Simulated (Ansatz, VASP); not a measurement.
Cs2AgBiBr6: VASP beside Ansatz

```
Cs Ag Bi Br
1.0
     0.00000    5.78406    5.78406
     5.78406    0.00000    5.78406
     5.78406    5.78406    0.00000
Cs Ag Bi Br
2 1 1 6
Direct
  0.25000 0.25000 0.25000
  0.75000 0.75000 0.75000
  0.50000 0.50000 0.50000
  0.00000 0.00000 0.00000
  0.25182 0.74818 0.25182
  0.25182 0.74818 0.74818
  0.74818 0.25182 0.74818
  0.74818 0.25182 0.25182
  0.25182 0.25182 0.74818
  0.74818 0.74818 0.25182
```

Alike in both runs: task single point; functional r2SCAN; k mesh 4 × 4 × 4; no spin polarisation.

|  | VASP | Ansatz |
| --- | --- | --- |
| version | VASP 6.6.1 | Ansatz 0.2.0 |
| potentials or method | VASP PAW PBE potentials, release 64 (Cs_sv, Ag, Bi_d, Br) | plane waves, PAW |
| plane-wave cutoff (eV) | 520 | 500 |
| occupations | gaussian, width 0.01 eV | fixed |
| valence electrons in the cell | 86 | 94 |

```tsv
	VASP	Ansatz	Ansatz less VASP
gap on the k mesh at the Fermi level (eV)	1.71	1.73	+0.017
pressure (GPa)	-1.4	-1.4	+0.01
rms of the force components (eV/Å)	0.071	0.074	+0.0030
```

VASP's potentials were made for PBE, not for r2SCAN. Atom by atom the forces differ by 0.003 eV/Å (rms over components). VASP's potentials hold 86 valence electrons a cell and Ansatz's 94, so a difference there can come from the potentials and not from the codes.

Spin-orbit coupling is off throughout.
